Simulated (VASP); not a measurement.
The system is Al2As5.

```
Al As
1.0
     4.48930   -3.75271    0.00000
     4.48930    3.75271    0.00000
    -1.35870    0.00000    4.98251
Al As
2 5
Direct
  0.22239 0.22239 0.42191
  0.77761 0.77761 0.57809
  0.00000 0.00000 0.00000
  0.87999 0.35178 0.68808
  0.64822 0.12001 0.31192
  0.12001 0.64822 0.31192
  0.35178 0.87999 0.68808
```

The cell was built from a structure type or drawn by symmetry, and may not be a known phase.

* Program: VASP 6.6.1
* Task: relaxation of cell and atoms
* Functional: PBE
* Potentials or basis: VASP PAW PBE potentials, release 64 (Al, As)
* Cutoff: 600 eV
* k mesh: 6 × 6 × 6
* Occupations: gaussian, width 0.1 eV
* Spin: no spin polarisation

At the start: pressure 0.3 GPa; volume 23.98 Å³/atom.

Problem. How do energy, volume and symmetry change on relaxing?

Solution. Over 21 steps the energy falls by 6.5 meV/atom and the volume is 24.30 Å³/atom (+1.3 %); space group C2/m (No. 12, to 0.1 Å) before and after.

The path:
```
step  energy change (eV)  largest force (eV/Å)  pressure (GPa)  volume (Å³)
   1              0.0000                0.0959            0.31       167.88
   2             -0.0158                0.0939           -0.15       169.00
   3             -0.0194                0.1918           -0.49       169.90
   4             -0.0291                0.1513           -0.40       169.76
   5             -0.0386                0.1406           -0.19       169.46
   6             -0.0387                0.1423           -0.16       169.42
   7             -0.0408                0.1021           -0.02       169.09
   8             -0.0410                0.0825            0.05       168.93
   9             -0.0417                0.0674            0.03       168.98
  10             -0.0427                0.0449           -0.03       169.11
  11             -0.0427                0.0531           -0.04       169.14
  12             -0.0433                0.0355            0.05       169.04
  13             -0.0437                0.0277            0.16       168.91
  14             -0.0443                0.0196            0.07       169.31
  15             -0.0446                0.0289           -0.12       170.10
  16             -0.0446                0.0256           -0.07       169.88
  17             -0.0449                0.0138           -0.02       169.94
  18             -0.0449                0.0181            0.00       169.97
  19             -0.0451                0.0118            0.01       170.00
  20             -0.0452                0.0074            0.01       170.05
  21             -0.0453                0.0080            0.01       170.12
```

Final structure:
```cif
data_structure
_symmetry_space_group_name_H-M 'P 1'
_symmetry_Int_Tables_number 1
_cell_length_a 5.8493
_cell_length_b 5.8493
_cell_length_c 5.1392
_cell_angle_alpha 99.483
_cell_angle_beta 99.483
_cell_angle_gamma 82.573
_cell_volume 170.12
loop_
_atom_site_label
_atom_site_type_symbol
_atom_site_fract_x
_atom_site_fract_y
_atom_site_fract_z
_atom_site_occupancy
Al1 Al 0.22188 0.22188 0.41189 1
Al2 Al 0.77812 0.77812 0.58811 1
As1 As 0.00000 0.00000 0.00000 1
As2 As 0.88199 0.35054 0.68372 1
As3 As 0.64946 0.11801 0.31628 1
As4 As 0.11801 0.64946 0.31628 1
As5 As 0.35054 0.88199 0.68372 1
```
